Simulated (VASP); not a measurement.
Input of a VASP 6.6.1 run:

The input INCAR:

```
SYSTEM = TiTe2
ALGO = Normal
EDIFF = 1E-6
EDIFFG = -0.005
ENCUT = 600
GGA = PE
IBRION = 2
ISIF = 3
ISMEAR = -1
LASPH = .TRUE.
LCHARG = .FALSE.
LREAL = .FALSE.
LWAVE = .FALSE.
NELM = 80
NSW = 70
PREC = Accurate
SIGMA = 0.05
```

The input KPOINTS:

```
k-points
0
G
  11 11 6
  0 0 0
```

The input POSCAR:

```
TiTe2
1.0
    3.7770000000      0.0000000000      0.0000000000
   -1.8885000000      3.2709779501      0.0000000000
    0.0000000000      0.0000000000      6.4980000000
Ti Te
1 2
Direct
    0.0000000000      0.0000000000      0.0000000000
    0.6666666667      0.3333333333      0.2628000000
    0.3333333333      0.6666666667      0.7372000000
```

Potentials or basis: VASP PAW PBE potentials, release 64 (Ti_sv, Te).

Launch:

```bash
$ cat potpaw_PBE.64/Ti_sv/POTCAR potpaw_PBE.64/Te/POTCAR > POTCAR
$ mpirun -np 1 vasp_std > vasp.out
```

Problem. Predict the relaxed cell.

Solution. a = 3.771 Å, b = 3.771 Å, c = 6.825 Å, α = 90.00°, β = 90.00°, γ = 120.00°.

Problem. Predict the relaxed volume.

Solution. 28.02 Å³/atom.

Problem. Predict the band gap on the k mesh.

Solution. Zero (band 12 reaches 6.67 eV, above the bottom of band 13 at 6.04 eV).

Step by step:
```
step  energy change (eV)  largest force (eV/Å)  pressure (GPa)  volume (Å³)
   1              0.0000                0.0389            0.90        80.28
   2             -0.0034                0.1856           -0.53        82.03
   3             -0.0042                0.1164           -0.10        81.48
   4             -0.0063                0.1075           -0.06        81.61
   5             -0.0102                0.0837            0.09        81.98
   6             -0.0096                0.0461            0.49        82.67
   7             -0.0112                0.0617            0.26        82.32
   8             -0.0129                0.0729           -0.06        83.24
   9             -0.0132                0.0794           -0.18        83.67
  10             -0.0130                0.0912           -0.46        84.54
  11             -0.0133                0.0829           -0.28        83.94
  12             -0.0141                0.0147            0.06        84.08
  13             -0.0141                0.0014            0.01        84.06
```

Caveat: spin-orbit coupling is left out, which moves the levels of the heavy elements; this functional lacks dispersion, which binds the layers, so the pressure and a relaxed spacing across them are unreliable. Zero-point motion and thermal expansion aren't in these numbers.
